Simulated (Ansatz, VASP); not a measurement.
**One calculation of TaN, two programs**

Contents of POSCAR:

```
TaN
1.0
    2.9379988584      0.0000000000      0.0000000000
   -1.4689994292      2.3917187488      0.0000000000
    0.0000000000      0.0000000000      2.8830000000
Ta N
1 1
Direct
    0.3333333333      0.6666666667      0.5000000000
    0.0000000000      0.0000000000      0.0000000000
```

Contents of INCAR.step1:

```
PREC = Accurate ; ENCUT = 520
ISMEAR = 0 ; SIGMA = 0.15
LREAL = F ; LASPH = T
NELM = 100 ; NBANDS = 15
GGA = PE ; ALGO = Normal
EDIFF = 1E-4 ; LWAVE = T
LCHARG = F
```

The input INCAR.step2:

```
PREC = Accurate ; ENCUT = 520
EDIFF = 1E-7 ; ISMEAR = 0
SIGMA = 0.15 ; LREAL = F
LASPH = T ; NELM = 100
ALGO = Normal ; ISIF = 2
LWAVE = F ; LCHARG = F
METAGGA = R2SCAN ; LMIXTAU = T
NBANDS = 15 ; ISTART = 1
```

The input KPOINTS:

```
Automatic mesh
0
Gamma
  18 18 16
```

Input for Ansatz:

```yaml
crystal:
  lattice:
    - [2.9379988584, 0.0, 0.0]
    - [-1.4689994292, 2.3917187488, 0.0]
    - [0.0, 0.0, 2.883]
  atoms:
    - { symbol: Ta, position: [0.3333333333, 0.6666666667, 0.5] }
    - { symbol: "N", position: [0.0, 0.0, 0.0] }
basis:
  ecutwfc: 500
kpoints:
  mp_grid: { grid: [18, 18, 16] }
hamiltonian:
  xc: r2scan
scf:
  occupations: { method: gaussian, width: 0.15 }
output:
  forces: true
  stress: true
  eigenvalues: true
```

Change from the starting cell: strain -0.0600 x Voigt [0, 1, 0, 0, 0, 0], atoms carried along.

Alike in both runs: task single point; functional r2SCAN; k mesh 18 × 18 × 16; occupations gaussian, width 0.15 eV; no spin polarisation.

|  | VASP | Ansatz |
| --- | --- | --- |
| version | VASP 6.6.1 | Ansatz 0.2.0 |
| potentials or method | VASP PAW PBE potentials, release 64 (Ta_pv, N), cutoff 520 eV | scalar-relativistic, plane waves, PAW |
| valence electrons in the cell | 16 | 18 |

|  | VASP | Ansatz | Ansatz less VASP |
| --- | --- | --- | --- |
| gap on the k mesh at the Fermi level (eV) | none | none | - |
| pressure (GPa) | 27.2 | 25.1 | -2.11 |
| traceless stress, the component that is largest in VASP (GPa) | 24.09 | 24.16 | +0.065 |
| rms of the force components (eV/Å) | 0.139 | 0.133 | -0.0060 |

VASP's potentials were made for PBE, not for r2SCAN. Atom by atom the forces differ by 0.006 eV/Å (rms over components). A gap of «none» marks a metal or a gap that the smearing closes. VASP's potentials hold 16 valence electrons a cell and Ansatz's 18, so a difference there can come from the potentials and not from the codes.

Spin-orbit coupling is off throughout.
